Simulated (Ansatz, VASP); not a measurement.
# NaF: VASP beside Ansatz

```xyz
2
Lattice="0.0000 2.3233 2.2885 2.3233 0.0000 2.2885 2.3233 2.3233 0.0000" Properties=species:S:1:pos:R:3 pbc="T T T"
Na    0.0000    0.0000    0.0000
F     2.3233    2.3233    2.2885
```

Change from the starting cell: strain +0.000 along x and y, -0.015 along z, atoms carried along.

Alike in both runs: task single point; functional PBEsol; k mesh 8 × 8 × 8; occupations gaussian, width 0.05 eV; no spin polarisation.

|  | VASP | Ansatz |
| --- | --- | --- |
| version | VASP 6.6.1 | Ansatz 0.2.0 |
| potentials or method | VASP PAW PBE potentials, release 64 (Na_pv, F), cutoff 520 eV | scalar-relativistic, plane waves, PAW |
| valence electrons in the cell | 14 | 16 |

Ansatz gave:

| Item | Value |
| --- | --- |
| gap on the k mesh at the Fermi level (eV) | 6.22 |
| least direct gap on the mesh (eV) | 6.22 |
| pressure (GPa) | 0.2 |
| traceless stress, the component that is largest in VASP (GPa) | 0.84 |

Task: Which values does VASP return?

Result: gap on the k mesh at the Fermi level (eV): 6.20; least direct gap on the mesh (eV): 6.20; pressure (GPa): 0.2; traceless stress, the component that is largest in VASP (GPa): 0.88.

VASP's potentials were made for PBE, not for PBEsol. VASP's potentials hold 14 valence electrons a cell and Ansatz's 16, so a difference there can come from the potentials and not from the codes.
